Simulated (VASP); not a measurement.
RbAl2W3, 6 atoms in the cell. The structure is orthorhombic, space group Immm (No. 71). The conventional cell has a = 5.373 Å, b = 7.332 Å, c = 7.360 Å, α = 90.00°, β = 90.00°, γ = 90.00°. Rb (site symmetry mmm) has 6 W at 2.98 to 3.68 Å and 8 Al at 3.59 to 3.89 Å within 3.9 Å. Al (site symmetry mm2) has 1 Al at 2.60 Å and 4 W at 2.71 to 2.98 Å within 3.4 Å. Within 3.1 Å of W (site symmetry m2m) lie 2 W at 2.37 to 2.59 Å and 2 Al at 2.71 Å and 2 Rb at 2.98 Å. W (site symmetry mmm) has 2 W at 2.37 Å and 4 Al at 2.98 Å within 3.1 Å. The cell was built from a structure type or drawn by symmetry, and may not be a known phase.

- Program: VASP 6.6.1
- Task: single point
- Functional: PBE
- Potentials or basis: VASP PAW PBE potentials, release 64 (Rb_sv, Al, W_sv)
- Cutoff: 500 eV
- k mesh: 4 × 4 × 4
- Occupations: gaussian, width 0.1 eV
- Spin: no spin polarisation
- Dipole correction: no
- Further INCAR settings: ALGO = Normal; EDIFF = 1e-06; NBANDS = 38

Potentials or basis: VASP PAW PBE potentials, release 64 (Rb_sv, Al, W_sv).

The run is started by

```bash
$ cat potpaw_PBE.64/Rb_sv/POTCAR potpaw_PBE.64/Al/POTCAR potpaw_PBE.64/W_sv/POTCAR > POTCAR
$ mpirun -np 1 vasp_std > vasp.out
```

Hardware: 1 thread of Intel(R) Xeon(R) Platinum 8375C CPU @ 2.90GHz (Ice Lake) (shared host).

Estimate the wall time of this run.

Wall time 96 s on 1 thread of Intel(R) Xeon(R) Platinum 8375C CPU @ 2.90GHz (Ice Lake), on a shared host, peak memory 0.36 GiB. Counts: scf iterations 14, k points 18.
